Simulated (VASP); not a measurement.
# ReSb2: relaxation of shape and atoms at fixed volume with PBE

ReSb2:

```
Re Sb
1.0
     3.31464    0.00000    0.00000
    -1.65732    2.87057    0.00000
     0.00000    0.00000    9.56369
Re Sb
1 2
Direct
  0.00000 0.00000 0.00000
  0.33333 0.66667 0.21127
  0.66667 0.33333 0.78873
```

```
Program                : VASP 6.6.1
Task                   : relaxation of shape and atoms at fixed volume
Functional             : PBE
Potentials or basis    : VASP PAW PBE potentials, release 64 (Re, Sb)
Cutoff                 : 600 eV
k mesh                 : 12 × 12 × 4
Occupations            : gaussian, width 0.05 eV
Spin                   : no spin polarisation
Dipole correction      : no
Further INCAR settings : ALGO = Normal; EDIFF = 1e-06; IBRION = 2; EDIFFG = -0.01; NSW = 60; ISIF = 4
```

| Property | Result |
| --- | --- |
| Energy gained by relaxing | 6.6 meV/atom |
| Ionic steps | 12 |
| Pressure after relaxing | 0.0 GPa |
| Largest force after relaxing | 0.005 eV/Å |
| Band gap on the k mesh | zero (an odd number of electrons rules out a gap without spin polarisation) |

Forces on the atoms (eV/Å):
```
Re   0.000  0.000  0.000
Sb   0.000  0.000  0.005
Sb   0.000  0.000 -0.005
```

The path:
| step | energy change (eV) | largest force (eV/Å) | pressure (GPa) | volume (Å³) |
| --- | --- | --- | --- | --- |
| 1 | 0.0000 | 0.3739 | -2.48 | 91.00 |
| 2 | -0.0093 | 0.1650 | -1.58 | 91.00 |
| 3 | -0.0111 | 0.0447 | -0.45 | 91.00 |
| 4 | -0.0115 | 0.0384 | -0.84 | 91.00 |
| 5 | -0.0140 | 0.0199 | -0.72 | 91.00 |
| 6 | -0.0194 | 0.0144 | -0.30 | 91.00 |
| 7 | -0.0193 | 0.0518 | -0.10 | 91.00 |
| 8 | -0.0196 | 0.0296 | -0.22 | 91.00 |
| 9 | -0.0196 | 0.0272 | -0.23 | 91.00 |
| 10 | -0.0197 | 0.0145 | -0.08 | 91.00 |
| 11 | -0.0197 | 0.0006 | -0.13 | 91.00 |
| 12 | -0.0197 | 0.0052 | -0.04 | 91.00 |

Final structure:
```
Re Sb
1.0
     3.28280    0.00000    0.00000
    -1.64140    2.84299    0.00000
     0.00000    0.00000    9.75012
Re Sb
1 2
Cartesian
  3.2828 0.0000 0.0000
  0.0000 1.8953 2.0021
  1.6414 0.9477 7.7480
```

Levels at points of the mesh, in eV from the Fermi level:
```tsv
k point	band 5	band 6	band 7	band 8	band 9	band 10	band 11	band 12
(0.00, 0.00, 0.00)	-1.96	-1.80	-1.80	-0.50	-0.50	3.34	5.06	5.06
(0.50, 0.00, 0.00)	-3.57	-1.90	-1.86	-1.19	1.02	1.25	1.75	3.03
(0.00, 0.00, 0.50)	-1.82	-1.80	-1.80	-0.50	-0.50	4.24	5.06	5.06
(0.50, 0.00, 0.50)	-3.57	-1.90	-1.89	-1.13	1.07	1.25	1.76	3.10
```

It took 9.6 min on 1 thread of Intel(R) Xeon(R) Platinum 8259CL CPU @ 2.50GHz (Skylake/Cascade Lake), on a shared host, peak memory 0.32 GiB.

Caveat: the relaxation moved the vacuum too, so the length across it says nothing of the material; spin-orbit coupling is left out, which moves the levels of the heavy elements; an odd number of electrons without spin polarisation forces a metal; a magnetic or distorted state may lie lower.
